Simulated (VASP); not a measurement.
# Pd (Pm-3n) in VASP: single point with r2SCAN

Aim: the single point of Pd with r2SCAN.

All numbers are computed with VASP 6.6.1; they aren't measurements. Logs are shortened: lines on timing, memory, paths and dates and some standing lists are left out, and cuts for length are marked.

## Step 1: The cell of the first run

It takes space group Pm-3n (No. 223, cubic). Conventional cell: a = 4.968 Å, b = 4.968 Å, c = 4.968 Å, α = 90.00°, β = 90.00°, γ = 90.00°. Within 3.7 Å of Pd (site symmetry m-3) lie 12 Pd at 2.78 Å. Pd (site symmetry -4m2) has 14 Pd at 2.48 to 3.04 Å within 3.3 Å.

## Step 2: Single point, r2SCAN, collinear spin

The input, POSCAR:

```
Pd
1.0
    4.9681922525      0.0000000000      0.0000000000
    0.0000000000      4.9681922525      0.0000000000
    0.0000000000      0.0000000000      4.9681922525
Pd
8
Direct
    0.0000000000      0.0000000000      1.0000000000
    0.5000000000      0.5000000000      0.5000000000
    0.2500000000      0.0000000000      0.5000000000
    0.7500000000      0.0000000000      0.5000000000
    0.5000000000      0.2500000000      1.0000000000
    0.5000000000      0.7500000000      1.0000000000
    1.0000000000      0.5000000000      0.2500000000
    1.0000000000      0.5000000000      0.7500000000
```

The input, INCAR.step1:

```
PREC     = Accurate       # precision mode
ENCUT    = 520            # plane-wave cutoff, eV
ISMEAR   = -1             # smearing method
SIGMA    = 0.05           # smearing width, eV
LREAL    = F              # projectors in reciprocal space
LASPH    = T              # aspherical terms in the spheres
NELM     = 150            # most SCF steps
ISPIN    = 2              # spin polarisation
MAGMOM   = 0.5 0.5 0.5 0.5 0.5 0.5 0.5 0.5 # initial moments
LMAXMIX  = 4              # l up to which the mixer works
NBANDS   = 54             # bands
GGA      = PE             # functional
ALGO     = Normal         # electronic algorithm
EDIFF    = 1E-4           # SCF threshold, eV
LWAVE    = T              # write WAVECAR
LCHARG   = F              # write CHGCAR
```

The input, INCAR.step2:

```
PREC     = Accurate       # precision mode
ENCUT    = 520            # plane-wave cutoff, eV
EDIFF    = 1E-6           # SCF threshold, eV
ISMEAR   = -1             # smearing method
SIGMA    = 0.05           # smearing width, eV
LREAL    = F              # projectors in reciprocal space
LASPH    = T              # aspherical terms in the spheres
NELM     = 150            # most SCF steps
ALGO     = Normal         # electronic algorithm
ISIF     = 2              # what is computed and relaxed
LWAVE    = F              # write WAVECAR
LCHARG   = F              # write CHGCAR
ISPIN    = 2              # spin polarisation
MAGMOM   = 0.5 0.5 0.5 0.5 0.5 0.5 0.5 0.5 # initial moments
LORBIT   = 11             # projections on sites
LMAXMIX  = 4              # l up to which the mixer works
METAGGA  = R2SCAN         # meta-GGA
LMIXTAU  = T            
NBANDS   = 54             # bands
ISTART   = 1
```

The input, KPOINTS:

```
Automatic mesh
0
Gamma
  7 7 7
```

Potentials or basis: VASP PAW PBE potentials, release 64 (Pd).

On the command line:

```bash
$ cat potpaw_PBE.64/Pd/POTCAR > POTCAR
$ cp INCAR.step1 INCAR
$ mpirun -np 1 vasp_std > vasp.out
$ cp INCAR.step2 INCAR
$ mpirun -np 1 vasp_std > vasp.out
```

OUTCAR:

```text
PREC = Accurate
   ENCUT = 520
   EDIFF = 1E-6
   ISMEAR = -1
   LREAL = F
   LASPH = T
   NELM = 150
   ISIF = 2
   ISPIN = 2
   LORBIT = 11
   METAGGA = R2SCAN
   ISTART = 1

 ion  position               nearest neighbor table
   1  0.000  0.000  0.000-   3 2.78   4 2.78   5 2.78   6 2.78   7 2.78   8 2.78   3 2.78   4 2.78
                             7 2.78   8 2.78   5 2.78   6 2.78
   2  0.500  0.500  0.500-   3 2.78   4 2.78   5 2.78   6 2.78   7 2.78   8 2.78   5 2.78   6 2.78
                             3 2.78   4 2.78   7 2.78   8 2.78
   3  0.250  0.000  0.500-   4 2.48   4 2.48   1 2.78   1 2.78   2 2.78   2 2.78   8 3.04   5 3.04
                             5 3.04   6 3.04   6 3.04   7 3.04   8 3.04   7 3.04
   4  0.750  0.000  0.500-   3 2.48   3 2.48   1 2.78   1 2.78   2 2.78   2 2.78   8 3.04   5 3.04
                             5 3.04   6 3.04   6 3.04   7 3.04   8 3.04   7 3.04
   5  0.500  0.250  0.000-   6 2.48   6 2.48   1 2.78   2 2.78   2 2.78   1 2.78   8 3.04   4 3.04
                             3 3.04   4 3.04   3 3.04   7 3.04   7 3.04   8 3.04
   6  0.500  0.750  0.000-   5 2.48   5 2.48   1 2.78   2 2.78   2 2.78   1 2.78   8 3.04   4 3.04
                             3 3.04   4 3.04   3 3.04   7 3.04   7 3.04   8 3.04
   7  0.000  0.500  0.250-   8 2.48   8 2.48   1 2.78   2 2.78   1 2.78   2 2.78   3 3.04   4 3.04
                             5 3.04   3 3.04   4 3.04   6 3.04   5 3.04   6 3.04
   8  0.000  0.500  0.750-   7 2.48   7 2.48   1 2.78   2 2.78   1 2.78   2 2.78   3 3.04   4 3.04
                             5 3.04   3 3.04   4 3.04   6 3.04   5 3.04   6 3.04

  LATTYP: Found a simple cubic cell.
 ALAT       =     4.9681922525

  Lattice vectors:

 A1 = (   4.9681922525,   0.0000000000,   0.0000000000)
 A2 = (   0.0000000000,   4.9681922525,   0.0000000000)
 A3 = (   0.0000000000,   0.0000000000,   4.9681922525)

Analysis of symmetry for initial positions (statically):
=====================================================================
 Subroutine PRICEL returns:
 Original cell was already a primitive cell.

 Routine SETGRP: Setting up the symmetry group for a
 simple cubic supercell.

 Subroutine GETGRP returns: Found 48 space group operations
 (whereof 24 operations were pure point group operations)
 out of a pool of 48 trial point group operations.

The static configuration has the point symmetry T_h .
 The point group associated with its full space group is O_h .

Analysis of symmetry for dynamics (positions and initial velocities):
=====================================================================
 Subroutine PRICEL returns:
 Original cell was already a primitive cell.

 Routine SETGRP: Setting up the symmetry group for a
 simple cubic supercell.

 Subroutine GETGRP returns: Found 48 space group operations
[... 173 lines left out ...]

 E-fermi :   8.9780     XC(G=0): -13.8200

 val. band max:        8.9715574808   @ k =   0.2857   0.0000   0.0000
 cond. band min:       8.9947024637   @ k =   0.4286   0.4286   0.0000
 fundamental gap:      0.0231449829
 Fermi energy:         8.9780371207

 spin component 1

 k-point     1 :       0.0000    0.0000    0.0000
  band No.  band energies     occupation
      1       2.0996      1.00000
      2       3.6388      1.00000
      3       3.6388      1.00000
      4       4.3986      1.00000
      5       4.4945      1.00000
      6       4.4945      1.00000
[... 1089 lines left out ...]
     51      21.8429      0.00000
     52      22.3880      0.00000
 Fermi energy:         8.9780371207

 spin component 2

 k-point     1 :       0.0000    0.0000    0.0000
  band No.  band energies     occupation
      1       2.0996      1.00000
      2       3.6387      1.00000
      3       3.6387      1.00000
      4       4.3985      1.00000
      5       4.4944      1.00000
      6       4.4944      1.00000
[... 1089 lines left out ...]
     51      21.8429      0.00000
     52      22.3879      0.00000
 [bands above 52 left out]

------------------------ aborting loop because EDIFF is reached ----------------------------------------

  FORCE on cell =-STRESS in cart. coord.  units (eV):
  Direction    XX          YY          ZZ          XY          YZ          ZX
  --------------------------------------------------------------------------------------
  -------------------------------------------------------------------------------------
  Total        0.4394978      0.4394978      0.4394978      0.0000000     -0.0000000     -0.0000000
  in kB        5.7421179      5.7421179      5.7421179      0.0000000     -0.0000000     -0.0000000
  external PRESSURE =       5.7421179 kB  Pullay stress =       0.0000000 kB

 VOLUME and BASIS-vectors are now :
 -----------------------------------------------------------------------------
  energy-cutoff  :      520.00
  volume of cell :      122.63
      direct lattice vectors                 reciprocal lattice vectors
     4.968192252  0.000000000  0.000000000     0.201280456  0.000000000  0.000000000
     0.000000000  4.968192252  0.000000000     0.000000000  0.201280456  0.000000000
     0.000000000  0.000000000  4.968192252     0.000000000  0.000000000  0.201280456

 POSITION                                       TOTAL-FORCE (eV/Angst)
 -----------------------------------------------------------------------------------
      0.00000      0.00000      0.00000        -0.000000     -0.000000      0.000000
      2.48410      2.48410      2.48410        -0.000000     -0.000000      0.000000
      1.24205      0.00000      2.48410         0.000000      0.000000      0.000000
      3.72614      0.00000      2.48410        -0.000000      0.000000     -0.000000
      2.48410      1.24205      0.00000         0.000000      0.000000      0.000000
      2.48410      3.72614      0.00000         0.000000     -0.000000     -0.000000
      0.00000      2.48410      1.24205        -0.000000     -0.000000      0.000000
      0.00000      2.48410      3.72614        -0.000000      0.000000     -0.000000
 -----------------------------------------------------------------------------------
    total drift:                               -0.000000     -0.000000      0.000000

  FREE ENERGIE OF THE ION-ELECTRON SYSTEM (eV)
  ---------------------------------------------------
  free  energy   TOTEN  =      -182.6385413025 eV

  energy  without entropy=     -182.5417037531  energy(sigma->0) =     -182.59012253

 total charge

# of ion       s       p       d       tot
------------------------------------------
    1        0.493   0.436   8.506   9.435
    2        0.493   0.436   8.506   9.435
    3        0.491   0.423   8.531   9.444
    4        0.491   0.423   8.531   9.444
    5        0.491   0.423   8.531   9.444
    6        0.491   0.423   8.531   9.444
    7        0.491   0.423   8.531   9.444
    8        0.491   0.423   8.531   9.444
--------------------------------------------------
tot          3.930   3.409  68.197  75.535

 magnetization (x)

# of ion       s       p       d       tot
------------------------------------------
    1       -0.000   0.000  -0.000  -0.000
    2       -0.000   0.000  -0.000  -0.000
    3       -0.000   0.000  -0.000  -0.000
    4       -0.000   0.000  -0.000  -0.000
    5       -0.000   0.000  -0.000  -0.000
    6       -0.000   0.000  -0.000  -0.000
    7       -0.000   0.000  -0.000  -0.000
    8       -0.000   0.000  -0.000  -0.000
--------------------------------------------------
tot         -0.000   0.000  -0.000  -0.000
```

OSZICAR.step1:

```text
N       E                     dE             d eps       ncg     rms          rms(c)
DAV:   1     0.561660532667E+03    0.56166E+03   -0.40030E+04  4320   0.146E+03
DAV:   2    -0.241456132808E+02   -0.58581E+03   -0.54983E+03  4554   0.343E+02
DAV:   3    -0.423783320526E+02   -0.18233E+02   -0.17468E+02  4714   0.649E+01
DAV:   4    -0.425621749178E+02   -0.18384E+00   -0.18370E+00  4730   0.628E+00
DAV:   5    -0.425652234401E+02   -0.30485E-02   -0.30484E-02  4672   0.861E-01    0.210E+01
DAV:   6    -0.408690703332E+02    0.16962E+01   -0.50513E+00  4698   0.129E+01    0.106E+01
DAV:   7    -0.408610497270E+02    0.80206E-02   -0.19726E-01  4680   0.473E+00    0.557E+00
DAV:   8    -0.408905909084E+02   -0.29541E-01   -0.41072E-01  4602   0.801E+00    0.400E+00
DAV:   9    -0.407850487961E+02    0.10554E+00   -0.11274E-01  4614   0.462E+00    0.756E-01
DAV:  10    -0.407856539857E+02   -0.60519E-03   -0.83721E-03  4728   0.433E-01    0.125E-01
DAV:  11    -0.407856798542E+02   -0.25868E-04   -0.13673E-04  2852   0.115E-01
   1 F= -.40785680E+02 E0= -.40730871E+02  d E =-.109618E+00  mag=    -0.0026
```

It took 22 min on 1 thread of Oxide Virtual Turin-like, shared host; peak memory 0.38 GiB.

Results:

```
Free energy                                           : -182.6385 eV
Pressure                                              : 0.6 GPa
Band gap on the k mesh                                : zero (filled and empty bands overlap)
Net moment                                            : 0.00 μB per cell
Valence electrons inside the program's atomic spheres : Pd 9.44
```

Caveat: the PAW data sets were made with another functional, which shifts forces and pressure a little.
